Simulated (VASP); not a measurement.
## GdN: single point with PBE+U

GdN:

```
Gd N
1.0
     0.00000    2.49950    2.49950
     2.49950    0.00000    2.49950
     2.49950    2.49950    0.00000
Gd N
1 1
Direct
  0.50000 0.50000 0.50000
  0.00000 0.00000 0.00000
```

```json
{
 "Program": "VASP 6.6.1",
 "Task": "single point",
 "Functional": "PBE",
 "Potentials or basis": "VASP PAW PBE potentials, release 64 (Gd, N)",
 "Cutoff": "520 eV",
 "k mesh": "10 × 10 × 10",
 "Occupations": "gaussian, width 0.05 eV",
 "Spin": "non-collinear spin, typed start, spin-orbit coupling",
 "Starting moments": "[[0.0, 0.0, 7.63], [0.0, 0.0, 0.0]] μB",
 "Hubbard terms": "Gd f U = 6.0 eV",
 "Dipole correction": "no",
 "Further INCAR settings": "ALGO = Normal; EDIFF = 1e-06; NBANDS = 35"
}
```

```
Pressure                                              : 0.6 GPa
Net moment                                            : 6.96 μB per cell
Valence electrons inside the program's atomic spheres : Gd 15.23; N 3.63
```

Moments on the atoms (μB; x, y, z):
```
Gd   0.00  0.00  6.83
N    0.00  0.00 -0.12
```

Run time: 24 min on 1 thread of AMD EPYC 7R13, with other jobs on the host, peak memory 0.41 GiB.

Caveat: a cell with one magnetic atom can't hold antiferromagnetic order, which such compounds often take. The state reached can hang on the start; a lower one may exist.
